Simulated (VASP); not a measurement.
# BN (P1) in VASP: a series of runs, part 3 of 3

VASP 6.6.1.

**4. Single point, PBE (atom 1 (B) moved by (-0.600, -0.300) A along x and z)**

Contents of INCAR:

```
SYSTEM = BN
PREC = Accurate
ENCUT = 520
EDIFF = 1E-7
ISMEAR = 0
SIGMA = 0.05
LREAL = .False.
LASPH = .True.
NELM = 100
ALGO = Normal
ISIF = 2
LWAVE = .False.
LCHARG = .True.
GGA = PE
LELF = .True.
LVHAR = .True.
NBANDS = 16
```

Contents of KPOINTS:

```
Automatic mesh
0
Gamma
  12 12 6
  0 0 0
```

Contents of POSCAR:

```
BN
1.0
    2.5539396017      0.0000000000      0.0000000000
   -1.2769698009      2.2117765748      0.0000000000
    0.0000000000      0.0000000000      4.2268550000
B N
2 2
Direct
    0.4317355040      0.3333333333      0.9287492445
    0.3333333333      0.6666666667      0.4997240000
    0.6666666667      0.3333333333      0.6252760000
    0.3333333333      0.6666666667      0.1252760000
```

Potentials or basis: VASP PAW PBE potentials, release 64 (B, N).

Run with:

```sh
cat potpaw_PBE.64/B/POTCAR potpaw_PBE.64/N/POTCAR > POTCAR
mpirun -np 1 vasp_std > vasp.out
```

OUTCAR:

```text
SYSTEM = BN
   PREC = Accurate
   ENCUT = 520
   EDIFF = 1E-7
   ISMEAR = 0
   LREAL = .False.
   LASPH = .True.
   NELM = 100
   ISIF = 2
   GGA = PE

 ion  position               nearest neighbor table
   1  0.432  0.333  0.929-   4 1.30   3 1.42   4 1.80   2 2.07
   2  0.333  0.667  0.500-   3 1.57   3 1.57   3 1.57   4 1.58   1 2.07
   3  0.667  0.333  0.625-   1 1.42   2 1.57   2 1.57   2 1.57
   4  0.333  0.667  0.125-   1 1.30   2 1.58   1 1.80

  LATTYP: Found a hexagonal cell.
 ALAT       =     2.5539396017
 C/A-ratio  =     1.6550332659

  Lattice vectors:

 A1 = (   2.5539396017,   0.0000000000,   0.0000000000)
 A2 = (  -1.2769698009,   2.2117765748,   0.0000000000)
 A3 = (   0.0000000000,   0.0000000000,   4.2268550000)

Analysis of symmetry for initial positions (statically):
=====================================================================
 Subroutine PRICEL returns:
 Original cell was already a primitive cell.

 Routine SETGRP: Setting up the symmetry group for a
 hexagonal supercell.

 Subroutine GETGRP returns: Found  1 space group operations
[... 164 lines left out ...]
  ---------------------------------------------------
  free energy    TOTEN  =       -31.34331236 eV

  energy without entropy =      -31.34331236  energy(sigma->0) =      -31.34331236

 E-fermi :   9.7773     XC(G=0): -12.7727

 val. band max:        9.4930685687   @ k =   0.0000   0.0000   0.5000
 cond. band min:      10.3224035011   @ k =   0.0000   0.5000   0.0000
 fundamental gap:      0.8293349325
 Fermi energy:         9.7772762470

 k-point     1 :       0.0000    0.0000    0.0000
  band No.  band energies     occupation
      1     -13.5899      2.00000
      2      -8.6099      2.00000
      3      -3.7110      2.00000
      4       4.0658      2.00000
      5       4.4105      2.00000
      6       5.3836      2.00000
[... 433 lines left out ...]
      3      -2.7701      2.00000
      4       1.1049      2.00000
      5       2.8107      2.00000
      6       3.8396      2.00000
[... 8 lines left out ...]
     15      21.6802      0.00000
     16      24.4119      0.00000

 [... further k-points ...]
[... 5 lines left out ...]
  --------------------------------------------------------------------------------------
  -------------------------------------------------------------------------------------
  Total        6.9804115      4.3653503      3.5821589      1.3497931      2.4678285      0.1371315
  in kB      468.4059274    292.9277111    240.3732855     90.5750461    165.5984733      9.2019248
  external PRESSURE =     333.9023080 kB  Pullay stress =       0.0000000 kB

 VOLUME and BASIS-vectors are now :
 -----------------------------------------------------------------------------
  energy-cutoff  :      520.00
  volume of cell :       23.88
      direct lattice vectors                 reciprocal lattice vectors
     2.553939602  0.000000000  0.000000000     0.391551938  0.226062617  0.000000000
    -1.276969801  2.211776575  0.000000000     0.000000000  0.452125233  0.000000000
     0.000000000  0.000000000  4.226855000     0.000000000  0.000000000  0.236582518

 POSITION                                       TOTAL-FORCE (eV/Angst)
 -----------------------------------------------------------------------------------
      0.67697      0.73726      3.92569         5.013835     -4.541520      5.372053
     -0.00000      1.47452      2.11226        -0.326541      0.418701     -4.036228
      1.27697      0.73726      2.64295        -1.619544     -0.157872     -3.027650
     -0.00000      1.47452      0.52952        -3.067751      4.280690      1.691825
 -----------------------------------------------------------------------------------
    total drift:                               -0.000029      0.000036      0.000012

  FREE ENERGIE OF THE ION-ELECTRON SYSTEM (eV)
  ---------------------------------------------------
  free  energy   TOTEN  =       -31.3433123577 eV

  energy  without entropy=      -31.3433123577  energy(sigma->0) =      -31.34331236
```

OSZICAR:

```text
N       E                     dE             d eps       ncg     rms          rms(c)
DAV:   1     0.399279116843E+02    0.39928E+02   -0.83613E+03 13984   0.971E+02
DAV:   2    -0.319663728757E+02   -0.71894E+02   -0.66408E+02 19368   0.230E+02
DAV:   3    -0.341317543320E+02   -0.21654E+01   -0.21592E+01 16160   0.375E+01
DAV:   4    -0.341374101670E+02   -0.56558E-02   -0.56555E-02 18152   0.214E+00
DAV:   5    -0.341374300505E+02   -0.19884E-04   -0.19883E-04 16232   0.118E-01    0.109E+01
DAV:   6    -0.315589503691E+02    0.25785E+01   -0.34445E+00 18240   0.174E+01    0.488E+00
DAV:   7    -0.313865720885E+02    0.17238E+00   -0.52245E-01 17360   0.629E+00    0.305E+00
DAV:   8    -0.313423004317E+02    0.44272E-01   -0.63375E-02 18704   0.219E+00    0.772E-01
DAV:   9    -0.313433140438E+02   -0.10136E-02   -0.67496E-03 18264   0.711E-01    0.191E-01
DAV:  10    -0.313432846045E+02    0.29439E-04   -0.70136E-04 17784   0.245E-01    0.338E-02
DAV:  11    -0.313433053991E+02   -0.20795E-04   -0.70729E-05 18144   0.784E-02    0.182E-02
DAV:  12    -0.313433112344E+02   -0.58353E-05   -0.61128E-06 15704   0.217E-02    0.727E-03
DAV:  13    -0.313433122395E+02   -0.10051E-05   -0.89345E-07 18544   0.897E-03    0.183E-03
DAV:  14    -0.313433123673E+02   -0.12781E-06   -0.11097E-07 12088   0.327E-03    0.459E-04
DAV:  15    -0.313433123577E+02    0.96347E-08   -0.11099E-08  7024   0.959E-04
   1 F= -.31343312E+02 E0= -.31343312E+02  d E =-.303478E-18
```

stdout:

```text
POSCAR found type information on POSCAR B N
 POSCAR found :  2 types and       4 ions
 scaLAPACK will be used
 LDA part: xc-table for (Slater+PW92), standard interpolation
 POSCAR, INCAR and KPOINTS ok, starting setup
 FFT: planning ... GRIDC
 FFT: planning ... GRID_SOFT
 FFT: planning ... GRID
 WAVECAR not read
 entering main loop
```

Run time: 4.1 min. Hardware: 1 thread of Intel Xeon 8259CL, shared host; peak memory 0.24 GiB.

What came out:

| Quantity | Value |
| --- | --- |
| Free energy | -31.3433 eV |
| Pressure | 33.4 GPa |
| Largest force | 8.638 eV/Å |
| Band gap on the k mesh | 0.83 eV (least direct gap 2.27 eV) |

Forces on the atoms (eV/Å):
```
B    5.014 -4.542  5.372
B   -0.327  0.419 -4.036
N   -1.620 -0.158 -3.028
N   -3.068  4.281  1.692
```

Levels at points of the mesh, in eV from the valence-band top:
```tsv
k point	band 6	band 7	band 8	band 9	band 10	band 11
(0.00, 0.00, 0.00)	-4.11	-1.14	-0.14	4.18	5.57	6.88
(0.50, 0.00, 0.00)	-7.42	-6.56	-2.80	2.22	3.67	6.44
(0.00, 0.50, 0.00)	-7.74	-7.00	-1.44	0.83	4.31	8.70
(0.50, 0.50, 0.00)	-7.55	-7.17	-1.67	2.86	4.85	8.28
(0.00, 0.00, 0.50)	-4.57	-2.31	0.00	3.31	5.33	6.74
(0.50, 0.00, 0.50)	-7.05	-4.67	-3.10	2.49	3.63	5.02
(0.00, 0.50, 0.50)	-6.70	-5.37	-1.68	1.10	3.71	6.02
(0.50, 0.50, 0.50)	-6.52	-5.51	-2.35	2.13	3.42	7.06
```

Caveat: the cell differs from its parent crystal (atom 1 (B) moved by (-0.600, -0.300) A along x and z); the cell stands under pressure; forces of over 1 eV/Å act on the atoms, so gaps and moduli don't describe the material at rest. A k mesh can miss the band edges.

**5. Single point, PBE (atom 1 (B) moved by (-0.600, +0.300) A along x and z)**

Contents of INCAR:

```
SYSTEM = BN
ALGO = Normal
EDIFF = 1E-6
ENCUT = 520
GGA = PE
ISIF = 2
ISMEAR = 0
LASPH = .TRUE.
LCHARG = .TRUE.
LELF = .TRUE.
LREAL = .FALSE.
LVHAR = .TRUE.
LWAVE = .FALSE.
NBANDS = 16
NELM = 100
PREC = Accurate
SIGMA = 0.05
```

Contents of KPOINTS:

```
k-points
0
G
  12 12 6
  0 0 0
```

Changes to POSCAR since step 4:

```diff
@@ -8,3 +8,3 @@
 Direct
-    0.4317355040      0.3333333333      0.9287492445
+    0.4317355040      0.3333333333      1.0706987555
     0.3333333333      0.6666666667      0.4997240000
```

Run with:

```sh
cat potpaw_PBE.64/B/POTCAR potpaw_PBE.64/N/POTCAR > POTCAR
mpirun -np 1 vasp_std > vasp.out
```

It took 3.6 min on 1 thread of Intel Xeon 8259CL, shared host; peak memory 0.24 GiB.

It converged, with:

```
Free energy            : -26.2297 eV
Pressure               : 105.8 GPa
Largest force          : 44.899 eV/Å
Band gap on the k mesh : 1.57 eV (least direct gap 3.61 eV)
```

Forces on the atoms (eV/Å):
```
B    29.507 -30.991 -13.594
B    -0.111  -0.045   3.807
N    -1.107  -0.113  -1.327
N   -28.290  31.148  11.114
```

Stress tensor (GPa, compression positive):
```
 142.34 -108.94  -25.89
-108.94  137.28   44.54
 -25.89   44.54   37.83
```

Levels at points of the mesh, in eV from the valence-band top:
```csv
k point,band 6,band 7,band 8,band 9,band 10,band 11
"(0.00, 0.00, 0.00)",-0.80,-0.55,0.00,6.33,7.45,8.22
"(0.50, 0.00, 0.00)",-7.48,-3.27,-2.50,4.45,7.21,9.06
"(0.00, 0.50, 0.00)",-4.68,-3.51,-2.04,1.57,5.78,7.82
"(0.50, 0.50, 0.00)",-5.40,-4.41,-2.60,5.06,6.38,8.85
"(0.00, 0.00, 0.50)",-2.22,-0.86,-0.66,6.39,8.03,9.58
"(0.50, 0.00, 0.50)",-5.14,-3.45,-1.69,5.04,5.71,7.81
"(0.00, 0.50, 0.50)",-4.52,-3.02,-2.39,2.61,4.48,7.79
"(0.50, 0.50, 0.50)",-4.95,-3.35,-1.64,3.21,5.38,6.89
```

Caveat: the cell differs from its parent crystal (atom 1 (B) moved by (-0.600, +0.300) A along x and z); atoms lie so close that the PAW spheres overlap strongly, which falsifies energies and pressures; the cell stands under pressure; forces of over 1 eV/Å act on the atoms, so gaps and moduli don't describe the material at rest. A k mesh can miss the band edges.

**6. Single point, PBE (atom 1 (B) moved by (-0.300, +0.000) A along x and z)**

Contents of INCAR:

```
ALGO = Normal
EDIFF = 1E-6
ENCUT = 520
GGA = PE
ISIF = 2
ISMEAR = 0
LASPH = True
LCHARG = True
LELF = True
LREAL = False
LVHAR = True
LWAVE = False
NBANDS = 16
NELM = 80
PREC = Accurate
SIGMA = 0.05
```

Contents of KPOINTS:

```
k-points
0
Gamma
  12 12 6
```

Changes to POSCAR since step 5:

```diff
@@ -8,3 +8,3 @@
 Direct
-    0.4317355040      0.3333333333      1.0706987555
+    0.5492010853      0.3333333333      0.9997240000
     0.3333333333      0.6666666667      0.4997240000
```

Potentials or basis: VASP PAW PBE potentials, release 64 (B, N).

Run with:

```sh
cat potpaw_PBE.64/B/POTCAR potpaw_PBE.64/N/POTCAR > POTCAR
mpirun -np 1 vasp_std > vasp.out
```

Wall time 3.1 min (1 thread of Intel Xeon 8259CL, shared host); peak memory 0.25 GiB.

It converged, with:

- Free energy: -33.7338 eV
- Pressure: 13.9 GPa
- Largest force: 8.324 eV/Å
- Band gap on the k mesh: 3.55 eV (least direct gap 5.96 eV)

Forces on the atoms (eV/Å):
```
B    7.309 -3.236 -2.324
B   -0.053  0.024 -0.081
N   -1.405 -0.010  0.122
N   -5.850  3.222  2.284
```

Stress tensor (GPa, compression positive):
```
24.80 -7.01 -5.26
-7.01 11.27  9.24
-5.26  9.24  5.77
```

Levels at points of the mesh, in eV from the valence-band top:
```csv
k point,band 6,band 7,band 8,band 9,band 10,band 11
"(0.00, 0.00, 0.00)",-1.99,-1.02,0.00,6.05,7.08,7.61
"(0.50, 0.00, 0.00)",-6.47,-4.91,-3.50,4.82,6.34,8.87
"(0.00, 0.50, 0.00)",-5.74,-5.32,-2.54,3.55,6.53,9.50
"(0.50, 0.50, 0.00)",-5.90,-5.59,-2.61,5.36,6.76,9.66
"(0.00, 0.00, 0.50)",-2.23,-2.21,-0.32,6.05,7.75,8.51
"(0.50, 0.00, 0.50)",-4.86,-4.44,-3.96,4.92,5.67,7.39
"(0.00, 0.50, 0.50)",-5.00,-4.40,-3.02,3.85,5.42,7.86
"(0.50, 0.50, 0.50)",-4.89,-4.58,-3.61,4.70,5.55,8.10
```

Caveat: the cell differs from its parent crystal (atom 1 (B) moved by (-0.300, +0.000) A along x and z); the cell stands under pressure; forces of over 1 eV/Å act on the atoms, so gaps and moduli don't describe the material at rest. A k mesh can miss the band edges.

**7. Summary**

| cell | gap on the mesh (eV) | pressure (GPa) | largest force (eV/Å) |
| --- | --- | --- | --- |
| as given, atomic positions A | 2.61 | 58.1 | 24.25 |
| as given, atomic positions B | 0.93 | 127.3 | 49.43 |
| as given, atomic positions C | 0.83 | 33.4 | 8.64 |
| as given, atomic positions D | 1.57 | 105.8 | 44.90 |
| as given, atomic positions E | 3.55 | 13.9 | 8.32 |

Alike in all rows: task single point; level PBE; potentials or basis VASP PAW PBE potentials, release 64 (B, N); no spin polarisation; k mesh 12 × 12 × 6; cutoff (eV) 520; smearing gaussian 0.05 eV.

Caveats: the cell stands under pressure; forces of over 1 eV/Å act on the atoms, so gaps and moduli don't describe the material at rest; atoms lie so close that the PAW spheres overlap strongly, which falsifies energies and pressures (at least some runs).

Absolute energies hang on the potentials; compare differences alone.
